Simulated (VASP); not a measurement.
A run of VASP 6.6.1:

Contents of INCAR:

```
ALGO = Normal
EDIFF = 1E-6
ENCUT = 600
GGA = PE
GGA_COMPAT = F
ISIF = 2
ISMEAR = -1
LASPH = T
LCHARG = F
LREAL = F
LWAVE = F
NBANDS = 44
NELM = 120
PREC = Accurate
SIGMA = 0.01
```

KPOINTS

```
k-points
0
Gamma
  4 4 4
```

File POSCAR:

```
SiO2
1.0
    5.0813926245      0.0000000000      0.0000000000
    0.0000000000      5.0813926245      0.0000000000
    0.0000000000      0.0000000000      7.0944097522
Si O
4 8
Direct
    0.7057662950      0.7057662947      0.4999999998
    0.7942337066      0.2057662931      0.7499999998
    0.2057662933      0.7942337066      0.2499999999
    0.2942337050      0.2942337049      0.0000000000
    0.9057600066      0.7589672430      0.3253662399
    0.0942399933      0.2410327566      0.8253662397
    0.7589672433      0.9057600064      0.6746337598
    0.2589672400      0.5942399899      0.0753662400
    0.2410327567      0.0942399932      0.1746337599
    0.4057600100      0.7410327598      0.4246337599
    0.5942399900      0.2589672398      0.9246337597
    0.7410327600      0.4057600097      0.5753662398
```

Potentials or basis: VASP PAW PBE potentials, release 64 (Si, O).

The run is started by

```sh
$ cat potpaw_PBE.64/Si/POTCAR potpaw_PBE.64/O/POTCAR > POTCAR
$ mpirun -np 1 vasp_std > vasp.out
```

Hardware: 1 thread of Oxide Virtual Turin-like Processor (shared host).

Problem. How long does it take, and how much memory?

Solution. Wall time 4 min on 1 thread of Oxide Virtual Turin-like Processor, on a shared host, peak memory 0.33 GiB. Counts: scf iterations 14, k points 18.
